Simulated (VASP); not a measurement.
Set up this calculation in VASP 6.6.1, as the native input.

| Property | Result |
| --- | --- |
| Task | relaxation of cell and atoms |
| Functional | PBE |
| Potentials or basis | VASP PAW PBE potentials, release 64 (W_sv) |
| Cutoff | 600 eV |
| k mesh | 9 × 9 × 2 |
| Occupations | gaussian, width 0.1 eV |
| Spin | no spin polarisation |
| Dipole correction | no |
| Further INCAR settings | ALGO = Normal; EDIFF = 1e-07; IBRION = 2; EDIFFG = -0.04; NSW = 90; ISIF = 3 |

The structure of W lies in POSCAR:

```
W
1.0
    2.7733915374      0.0000000000      0.0000000000
   -1.3866957687      2.4018275260      0.0000000000
    0.0000000000      0.0000000000     10.1920557088
W
4
Direct
    0.3333333333      0.6666666667      0.3811494976
    0.6666666667      0.3333333333      0.8811494976
    0.6666666667      0.3333333333      0.6188505024
    0.3333333333      0.6666666667      0.1188505024
```

One way to write it, as run:

INCAR

```
  PREC = Accurate
  ENCUT = 600
  EDIFF = 1E-7
  ISMEAR = 0
  SIGMA = 0.1
  LREAL = False
  LASPH = True
  NELM = 100
  ALGO = Normal
  ISIF = 3
  LWAVE = False
  LCHARG = False
  GGA = PE
  IBRION = 2
  NSW = 90
  EDIFFG = -0.04
```

KPOINTS

```
Automatic mesh
0
Gamma
  9 9 2
```

Potentials or basis: VASP PAW PBE potentials, release 64 (W_sv).

Launch:

```bash
$ cat potpaw_PBE.64/W_sv/POTCAR > POTCAR
$ mpirun -np 1 vasp_std > vasp.out
```

Results of the run:

```yaml
Relaxed_volume: 17.10 Å³/atom
Relaxed_cell: a = 2.765 Å, b = 2.765 Å, c = 10.329 Å, α = 90.00°, β = 90.00°, γ = 120.00°
Space_group_after_relaxing_to_0.05_Å: P6_3/mmc (No. 194)
Energy_gained_by_relaxing: 4.7 meV/atom
Ionic_steps: 6
Pressure_after_relaxing: 0.1 GPa
Largest_force_after_relaxing: 0.006 eV/Å
Band_gap_on_the_k_mesh: zero (band 28 reaches 11.11 eV, above the bottom of band 29 at 9.67 eV)
```

Caveat: spin-orbit coupling is left out, which moves the levels of the heavy elements.

It took 3.9 min on 1 thread of Intel(R) Xeon(R) Platinum 8259CL CPU @ 2.50GHz (Skylake/Cascade Lake), with other jobs on the host, peak memory 0.23 GiB.
